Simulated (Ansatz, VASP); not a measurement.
**One calculation of Te, two programs**

```
Te
1.0
     4.54543    0.00000    0.00000
    -2.27272    3.93646    0.00000
     0.00000    0.00000    6.04121
Te
3
Direct
  0.74500 0.00000 0.33333
  0.00000 0.74500 0.66667
  0.25500 0.25500 0.00000
```

Change from the starting cell: volume scaled by 1.06, crystal datasets.

Alike in both runs: task electric field gradients; functional LDA; k mesh 9 × 9 × 6; occupations fermi-dirac, width 0.08 eV; no spin polarisation.

|  | VASP | Ansatz |
| --- | --- | --- |
| version | VASP 6.6.1 | Ansatz 0.2.0 |
| potentials or method | VASP PAW LDA potentials, release 64 (Te), cutoff 520 eV | all-electron PAW with datasets made for the crystal, scalar-relativistic |

Ansatz gave:

- pressure (GPa): -2.9
- traceless stress, the component that is largest in VASP (GPa): -0.56
- rms of the force components (eV/Å): 0.063
- size of Vzz on the site where it differs most (V/Å²): 599.5

Q: Which values does VASP return?

A: Pressure (GPa): -2.8; traceless stress, the component that is largest in VASP (GPa): -0.50; rms of the force components (eV/Å): 0.081; size of Vzz on the site where it differs most (V/Å²): 574.4.

LDA's correlation is that of Perdew and Zunger in VASP and of Perdew and Wang (1992) in Ansatz. Atom by atom the forces differ by 0.018 eV/Å (rms over components). Ansatz ran all-electron here, and VASP with PAW potentials.

Spin-orbit coupling is off throughout.
